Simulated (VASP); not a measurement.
# CoSi2 (Immm) in VASP: notebook, part 2 of 2

VASP 6.6.1. The steps go on from the part before.

## (5) Single point, PBE (mode 6 frozen in at -0.082 Å, strain +e along z and -e/2 along x and y -0.0467)

The input, INCAR:

```
PREC = Accurate ; ENCUT = 520
EDIFF = 1E-6 ; ISMEAR = 0
SIGMA = 0.15 ; LREAL = False
LASPH = True ; NELM = 100
ALGO = Normal ; ISIF = 2
LWAVE = False ; LCHARG = True
GGA = PE ; LELF = True
LVHAR = True ; NBANDS = 16
```

The input, KPOINTS:

```
Automatic mesh
0
Gamma
  12 12 12
```

The input, POSCAR:

```
CoSi2
1.0
    0.0000000000      2.7427584909      2.5550121360
    2.7427584909      0.0000000000      2.5550121360
    2.7427584909      2.7427584909      0.0000000000
Co Si
1 2
Direct
    0.0000000000      0.0000000000      0.0000000000
    0.2347024993      0.2347024993      0.2652975007
    0.7652975007      0.7652975007      0.7347024993
```

Potentials or basis: VASP PAW PBE potentials, release 64 (Co, Si).

Command:

```
$ cat potpaw_PBE.64/Co/POTCAR potpaw_PBE.64/Si/POTCAR > POTCAR
$ mpirun -np 1 vasp_std > vasp.out
```

OUTCAR:

```text
PREC = Accurate
   ENCUT = 520
   EDIFF = 1E-6
   ISMEAR = 0
   LREAL = False
   LASPH = True
   NELM = 100
   ISIF = 2
   GGA = PE

 ion  position               nearest neighbor table
   1  0.000  0.000  0.000-   3 2.28   2 2.28   3 2.28   2 2.28   3 2.37   3 2.37   2 2.37   2 2.37

   2  0.235  0.235  0.265-   1 2.28   1 2.28   1 2.37   1 2.37   3 2.40   3 2.71   3 2.75   3 2.75
                             3 2.75   3 2.75
   3  0.765  0.765  0.735-   1 2.28   1 2.28   1 2.37   1 2.37   2 2.40   2 2.71   2 2.75   2 2.75
                             2 2.75   2 2.75

  LATTYP: Found a body centered tetragonal cell.
[... 647 lines left out ...]

 [... further k-points ...]
[... 5 lines left out ...]
  --------------------------------------------------------------------------------------
  -------------------------------------------------------------------------------------
  Total       -0.4223185     -0.4223185      2.0389061      1.2434094      0.0000000      0.0000000
  in kB      -17.6016179    -17.6016179     84.9786247     51.8234867      0.0000000      0.0000000
  external PRESSURE =      16.5917963 kB  Pullay stress =       0.0000000 kB

 VOLUME and BASIS-vectors are now :
 -----------------------------------------------------------------------------
  energy-cutoff  :      520.00
  volume of cell :       38.44
      direct lattice vectors                 reciprocal lattice vectors
     0.000000000  2.742758491  2.555012136    -0.182298223  0.182298223  0.195693787
     2.742758491  0.000000000  2.555012136     0.182298223 -0.182298223  0.195693787
     2.742758491  2.742758491  0.000000000     0.182298223  0.182298223 -0.195693787

 POSITION                                       TOTAL-FORCE (eV/Angst)
 -----------------------------------------------------------------------------------
      0.00000      0.00000      0.00000         0.000000      0.000000      0.000000
      1.37138      1.37138      1.19934        -0.000000     -0.000000      1.275163
      4.11414      4.11414      3.91069         0.000000      0.000000     -1.275163
 -----------------------------------------------------------------------------------
    total drift:                               -0.000000     -0.000000     -0.000000

  FREE ENERGIE OF THE ION-ELECTRON SYSTEM (eV)
  ---------------------------------------------------
  free  energy   TOTEN  =       -19.1621633045 eV

  energy  without entropy=      -19.1507123984  energy(sigma->0) =      -19.15643785
```

OSZICAR:

```text
N       E                     dE             d eps       ncg     rms          rms(c)
DAV:   1     0.596440633980E+02    0.59644E+02   -0.67627E+03  9040   0.101E+03
DAV:   2    -0.174954009176E+02   -0.77139E+02   -0.68694E+02  9952   0.200E+02
DAV:   3    -0.205735084864E+02   -0.30781E+01   -0.30203E+01 11768   0.443E+01
DAV:   4    -0.206268618275E+02   -0.53353E-01   -0.53324E-01 10720   0.563E+00
DAV:   5    -0.206284734009E+02   -0.16116E-02   -0.16115E-02 12160   0.100E+00    0.146E+01
DAV:   6    -0.245617398429E+02   -0.39333E+01   -0.24985E+01  9520   0.105E+02    0.185E+01
DAV:   7    -0.191868676980E+02    0.53749E+01   -0.11561E+01 11320   0.827E+01    0.326E+00
DAV:   8    -0.191974738803E+02   -0.10606E-01   -0.83449E-01 11024   0.632E+00    0.202E+00
DAV:   9    -0.191624028611E+02    0.35071E-01   -0.99077E-02 10784   0.588E+00    0.512E-01
DAV:  10    -0.191623176185E+02    0.85243E-04   -0.73578E-03 12680   0.140E+00    0.156E-01
DAV:  11    -0.191621344695E+02    0.18315E-03   -0.96803E-04 12144   0.568E-01    0.408E-02
DAV:  12    -0.191621646317E+02   -0.30162E-04   -0.84887E-05 10520   0.635E-02    0.174E-02
DAV:  13    -0.191621629664E+02    0.16653E-05   -0.97863E-06 12424   0.519E-02    0.757E-03
DAV:  14    -0.191621633045E+02   -0.33806E-06   -0.10958E-06  7528   0.962E-03
   1 F= -.19162163E+02 E0= -.19156438E+02  d E =-.114509E-01
```

Wall time 77 s (1 thread of Intel Xeon 6975P-C (Granite Rapids), shared host); peak memory 0.28 GiB.

What came out:

| Quantity | Value |
| --- | --- |
| Free energy | -19.1622 eV |
| Pressure | 1.7 GPa |
| Largest force | 1.275 eV/Å |

Forces on the atoms (eV/Å):
```
Co   0.000  0.000  0.000
Si   0.000  0.000  1.275
Si   0.000  0.000 -1.275
```

Levels at points of the mesh, in eV from the Fermi level:
| k point | band 6 | band 7 | band 8 | band 9 | band 10 | band 11 | band 12 | band 13 |
| --- | --- | --- | --- | --- | --- | --- | --- | --- |
| (0.00, 0.00, 0.00) | -1.73 | 0.77 | 2.60 | 2.70 | 3.43 | 3.68 | 3.77 | 3.96 |
| (0.50, 0.00, 0.00) | -1.63 | -1.54 | -0.98 | 0.14 | 2.72 | 2.95 | 3.49 | 4.44 |
| (0.00, 0.00, 0.50) | -1.66 | -1.58 | -0.79 | -0.50 | 2.90 | 3.09 | 3.46 | 4.77 |
| (0.50, 0.50, 0.00) | -2.01 | -1.78 | -1.74 | -1.40 | 1.21 | 2.68 | 8.73 | 9.32 |
| (0.50, 0.00, 0.50) | -2.41 | -1.84 | -1.80 | -1.29 | 1.71 | 2.99 | 8.37 | 8.64 |

Caveat: the cell differs from its parent crystal (mode 6 frozen in at -0.082 Å, strain +e along z and -e/2 along x and y -0.0467); forces of over 1 eV/Å act on the atoms, so gaps and moduli don't describe the material at rest.

## (6) Summary

| cell | gap on the mesh (eV) | pressure (GPa) | largest force (eV/Å) |
| --- | --- | --- | --- |
| a = 3.729, b = 3.729, c = 3.923 Å, angles 58.3, 58.3, 63.5°, 3 atoms | none | 4.7 | 2.51 |
| a = 3.862, b = 3.862, c = 3.658 Å, angles 61.7, 61.7, 56.5°, 3 atoms | none | 1.2 | 0.36 |
| a = 3.748, b = 3.748, c = 3.879 Å, angles 58.8, 58.8, 62.3°, 3 atoms | none | 1.7 | 1.28 |

Some of these runs hold the atoms at other places in the same cell, which the table doesn't show; runs alike in all that it shows share one row.

Alike in all rows: task single point; level PBE; potentials or basis VASP PAW PBE potentials, release 64 (Co, Si); no spin polarisation; k mesh 12 × 12 × 12; cutoff (eV) 520; smearing gaussian 0.15 eV.

Caveats: forces of over 1 eV/Å act on the atoms, so gaps and moduli don't describe the material at rest (some runs).

Absolute energies hang on the potentials; compare differences alone.
